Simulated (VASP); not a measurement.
# CaMg (Pm-3m) in VASP: vibrations by perturbation theory with LDA

Aim: the vibrations by perturbation theory of CaMg with LDA.

Everything below comes from runs of VASP 6.6.1. Logs are shortened: lines on timing, memory, paths and dates and some standing lists are left out, and cuts for length are marked.

## Step 1: The cell of the first run

It takes space group Pm-3m (No. 221, cubic). The conventional cell has a = 3.858 Å, b = 3.858 Å, c = 3.858 Å, α = 90.00°, β = 90.00°, γ = 90.00°. Ca (site symmetry m-3m) has 8 Mg at 3.34 Å and 6 Ca at 3.86 Å within 4.4 Å. Within 4.4 Å of Mg (site symmetry m-3m) lie 8 Ca at 3.34 Å and 6 Mg at 3.86 Å.

## Step 2: Vibrations by perturbation theory, LDA

Input file INCAR:

```
PREC     = Accurate       # precision mode
ENCUT    = 520            # plane-wave cutoff, eV
EDIFF    = 1E-8           # SCF threshold, eV
ISMEAR   = 0              # smearing method
SIGMA    = 0.15           # smearing width, eV
LREAL    = False          # projectors in reciprocal space
LASPH    = True           # aspherical terms in the spheres
NELM     = 80             # most SCF steps
ALGO     = Fast           # electronic algorithm
ISIF     = 2              # what is computed and relaxed
LWAVE    = False          # write WAVECAR
LCHARG   = False          # write CHGCAR
GGA      = CA             # functional
IBRION   = 8              # ionic algorithm
NSW      = 1              # ionic steps
```

Input file KPOINTS:

```
regular mesh
0
Gamma
  12 12 12
```

Input file POSCAR:

```
CaMg
1.0
    3.8582716525      0.0000000000      0.0000000000
    0.0000000000      3.8582716525      0.0000000000
    0.0000000000      0.0000000000      3.8582716525
Ca Mg
1 1
Direct
    0.0000000000      0.0000000000      0.0000000000
    0.5000000000      0.5000000000      0.5000000000
```

Potentials or basis: VASP PAW LDA potentials, release 64 (Ca_sv, Mg).

Started as:

```sh
$ cat potpaw_LDA.64/Ca_sv/POTCAR potpaw_LDA.64/Mg/POTCAR > POTCAR
$ mpirun -np 1 vasp_std > vasp.out
```

OUTCAR:

```text
PREC = Accurate
   ENCUT = 520
   EDIFF = 1E-8
   ISMEAR = 0
   LREAL = False
   LASPH = True
   NELM = 80
   ISIF = 2
   GGA = CA
   IBRION = 8
   NSW = 1

 ion  position               nearest neighbor table
   1  0.000  0.000  0.000-   2 3.34   2 3.34   2 3.34   2 3.34   2 3.34   2 3.34   2 3.34   2 3.34

   2  0.500  0.500  0.500-   1 3.34   1 3.34   1 3.34   1 3.34   1 3.34   1 3.34   1 3.34   1 3.34

  LATTYP: Found a simple cubic cell.
 ALAT       =     3.8582716525

  Lattice vectors:

 A1 = (   3.8582716525,   0.0000000000,   0.0000000000)
 A2 = (   0.0000000000,   3.8582716525,   0.0000000000)
 A3 = (   0.0000000000,   0.0000000000,   3.8582716525)

Analysis of symmetry for initial positions (statically):
=====================================================================
 Subroutine PRICEL returns:
 Original cell was already a primitive cell.

 Routine SETGRP: Setting up the symmetry group for a
 simple cubic supercell.

 Subroutine GETGRP returns: Found 48 space group operations
 (whereof 48 operations were pure point group operations)
 out of a pool of 48 trial point group operations.

The static configuration has the point symmetry O_h .

Analysis of symmetry for dynamics (positions and initial velocities):
=====================================================================
 Subroutine PRICEL returns:
 Original cell was already a primitive cell.

 Routine SETGRP: Setting up the symmetry group for a
 simple cubic supercell.

 Subroutine GETGRP returns: Found 48 space group operations
 (whereof 48 operations were pure point group operations)
 out of a pool of 48 trial point group operations.

The dynamic configuration has the point symmetry O_h .

 Subroutine INISYM returns: Found 48 space group operations
 (whereof 48 operations are pure point group operations),
 and found     1 'primitive' translations

----------------------------------------------------------------------------------------

                                     Primitive cell

  volume of cell :      57.4352

  direct lattice vectors                    reciprocal lattice vectors
     3.858271653  0.000000000  0.000000000     0.259183409  0.000000000  0.000000000
     0.000000000  3.858271653  0.000000000     0.000000000  0.259183409  0.000000000
     0.000000000  0.000000000  3.858271653     0.000000000  0.000000000  0.259183409

  length of vectors
     3.858271653  3.858271653  3.858271653     0.259183409  0.259183409  0.259183409

  position of ions in fractional coordinates (direct lattice)
     0.000000000  0.000000000  0.000000000
     0.500000000  0.500000000  0.500000000

  ion indices of the primitive-cell ions
   primitive index   ion index
                 1           1
                 2           2

----------------------------------------------------------------------------------------

 KPOINTS: regular mesh

Automatic generation of k-mesh.
 Grid dimensions read from file:
 generate k-points for:   12   12   12

 Generating k-lattice:

  Cartesian coordinates                     Fractional coordinates (reciprocal lattice)
     0.021598617  0.000000000  0.000000000     0.083333333  0.000000000  0.000000000
     0.000000000  0.021598617  0.000000000     0.000000000  0.083333333  0.000000000
     0.000000000  0.000000000  0.021598617     0.000000000  0.000000000  0.083333333

  Length of vectors
     0.021598617  0.021598617  0.021598617

  Shift w.r.t. Gamma in fractional coordinates (k-lattice)
     0.000000000  0.000000000  0.000000000
[... 82 lines left out ...]
 non-spin polarized calculation
 RMM-DIIS sequential band-by-band and
 Gauss-broadening in eV      SIGMA  =   0.15
  energy-cutoff  :      520.00
  volume of cell :       57.44
 maximum number of plane-waves:      1568
 NGX is ok and might be reduce to    30
   NGX = 15   NGY = 15   NGZ = 15

--------------------------------------- Ionic step        1  -------------------------------------------

 number of electron      12.0000003 magnetization

 Free energy of the ion-electron system (eV)
  ---------------------------------------------------
  ext. energy  EPLUGINS =         0.00000000
  ---------------------------------------------------
  free energy    TOTEN  =        -4.29128116 eV

  energy without entropy =       -4.27209760  energy(sigma->0) =       -4.28168938

 E-fermi :   2.3557     XC(G=0):  -8.6620

 val. band max:        2.3547849393   @ k =   0.3333   0.3333   0.0833
 cond. band min:       2.3593220071   @ k =   0.2500   0.1667   0.0000
 fundamental gap:      0.0045370678
 Fermi energy:         2.3557076012

 k-point     1 :       0.0000    0.0000    0.0000
  band No.  band energies     occupation
      1     -38.4850      2.00000
      2     -19.7641      2.00000
      3     -19.7641      2.00000
      4     -19.7641      2.00000
      5      -2.9687      2.00000
      6       3.2889      0.00000
      7       3.2889      0.00000
      8       6.2899      0.00000
      9       6.2900      0.00000
     10       6.3634      0.00000
[... 287 lines left out ...]
 k-point    24 :       0.4167    0.3333    0.0000
  band No.  band energies     occupation
      1     -38.4744      2.00000
      2     -19.8474      2.00000
      3     -19.8277      2.00000
      4     -19.7496      2.00000
      5      -0.2731      2.00000
      6       1.4305      2.00000
      7       2.5852      0.03046
      8       3.8833      0.00000
      9       5.1184      0.00000
     10       5.4597      0.00000

 [... further k-points ...]

------------------------ aborting loop because EDIFF is reached ----------------------------------------

  FORCE on cell =-STRESS in cart. coord.  units (eV):
  Direction    XX          YY          ZZ          XY          YZ          ZX
  --------------------------------------------------------------------------------------
  -------------------------------------------------------------------------------------
  Total       -0.0413748     -0.0413748     -0.0413748      0.0000000     -0.0000000      0.0000000
  in kB       -1.1541661     -1.1541661     -1.1541661      0.0000000     -0.0000000      0.0000000
  external PRESSURE =      -1.1541661 kB  Pullay stress =       0.0000000 kB

 VOLUME and BASIS-vectors are now :
 -----------------------------------------------------------------------------
  energy-cutoff  :      520.00
  volume of cell :       57.44
      direct lattice vectors                 reciprocal lattice vectors
     3.858271653  0.000000000  0.000000000     0.259183409  0.000000000  0.000000000
     0.000000000  3.858271653  0.000000000     0.000000000  0.259183409  0.000000000
     0.000000000  0.000000000  3.858271653     0.000000000  0.000000000  0.259183409

 POSITION                                       TOTAL-FORCE (eV/Angst)
 -----------------------------------------------------------------------------------
      0.00000      0.00000      0.00000         0.000000      0.000000      0.000000
      1.92914      1.92914      1.92914         0.000000      0.000000      0.000000
 -----------------------------------------------------------------------------------
    total drift:                                0.000000     -0.000000     -0.000000

  FREE ENERGIE OF THE ION-ELECTRON SYSTEM (eV)
  ---------------------------------------------------
  free  energy   TOTEN  =        -4.2912811611 eV

  energy  without entropy=       -4.2720975957  energy(sigma->0) =       -4.28168938

[... ionic steps 2 to 3 ...]

--------------------------------------- Ionic step        4  -------------------------------------------

------------------------ aborting loop because EDIFF is reached ----------------------------------------

[... ionic steps 5 to 6 ...]

--------------------------------------- Ionic step        7  -------------------------------------------

 Free energy of the ion-electron system (eV)
  ---------------------------------------------------
  ---------------------------------------------------
  free energy    TOTEN  =        -0.00225729 eV

  energy without entropy =       -0.00225729

------------------------ aborting loop because EDIFF is reached ----------------------------------------

 INTERNAL STRAIN TENSOR  FOR ION    2  DIRECTION 1   (eV/Angst):
 -----------------------------------------------------------------------------
    -0.00602 -0.00000 -0.00000
     0.00000  0.00469 -0.00000
     0.00000 -0.00000  0.00469

 INTERNAL STRAIN TENSOR FOR ION    2 for displacements in x,y,z  (eV/Angst):
          X           Y           Z          XY          YZ          ZX
  --------------------------------------------------------------------------------
  x     0.00000     0.00000     0.00000     0.00000     0.00000     0.00000
  y     0.00000     0.00000     0.00000     0.00000     0.00000     0.00000
  z     0.00000     0.00000     0.00000     0.00000     0.00000     0.00000

 SECOND DERIVATIVES (NOT SYMMETRIZED)
 ------------------------------------
               1X          1Y          1Z          2X          2Y          2Z
  1X    -2.543023   -0.000000    0.000000    2.543023    0.000000   -0.000000
  1Y    -0.000000   -2.543023    0.000000    0.000000    2.543023   -0.000000
  1Z     0.000000    0.000000   -2.543023   -0.000000   -0.000000    2.543023
  2X     2.540292    0.000000    0.000000   -2.540292   -0.000000   -0.000000
  2Y     0.000000    2.540292    0.000000   -0.000000   -2.540292   -0.000000
  2Z     0.000000    0.000000    2.540292   -0.000000   -0.000000   -2.540292

 Eigenvectors and eigenvalues of the dynamical matrix
 ----------------------------------------------------

   1 f  =    6.407158 THz    40.257361 2PiTHz  213.719786 cm-1    26.497864 meV
             X         Y         Z           dx          dy          dz
      0.000000  0.000000  0.000000    -0.075313    0.597027    0.125083
      1.929136  1.929136  1.929136     0.096659   -0.766242   -0.160535
[... 21 lines left out ...]
   6 f/i=    0.001669 THz     0.010487 2PiTHz    0.055674 cm-1     0.006903 meV
             X         Y         Z           dx          dy          dz
      0.000000  0.000000  0.000000    -0.138484   -0.361106   -0.687507
      1.929136  1.929136  1.929136    -0.107901   -0.281361   -0.535680

--------------------------------------------------------------------------------------------------------

 ELASTIC MODULI CONTR FROM IONIC RELAXATION (kBar)
 Direction    XX          YY          ZZ          XY          YZ          ZX
 --------------------------------------------------------------------------------
 XX           0.0000      0.0000      0.0000      0.0000      0.0000      0.0000
 YY           0.0000      0.0000      0.0000      0.0000      0.0000      0.0000
 ZZ           0.0000      0.0000      0.0000      0.0000      0.0000      0.0000
 XY           0.0000      0.0000      0.0000      0.0000      0.0000      0.0000
 YZ           0.0000      0.0000      0.0000      0.0000      0.0000      0.0000
 ZX           0.0000      0.0000      0.0000      0.0000      0.0000      0.0000
 --------------------------------------------------------------------------------
```

Run time: 11 min. Hardware: 1 thread of Intel Xeon 8259CL, shared host; peak memory 0.4 GiB.

Results:

```yaml
Highest_phonon_frequency_at_Γ: 214 cm⁻¹
```

Phonon frequencies in cm⁻¹ (negative: imaginary):
| q point | frequencies |
| --- | --- |
| (0.000, 0.000, 0.000) | 0 0 0 214 214 214 |
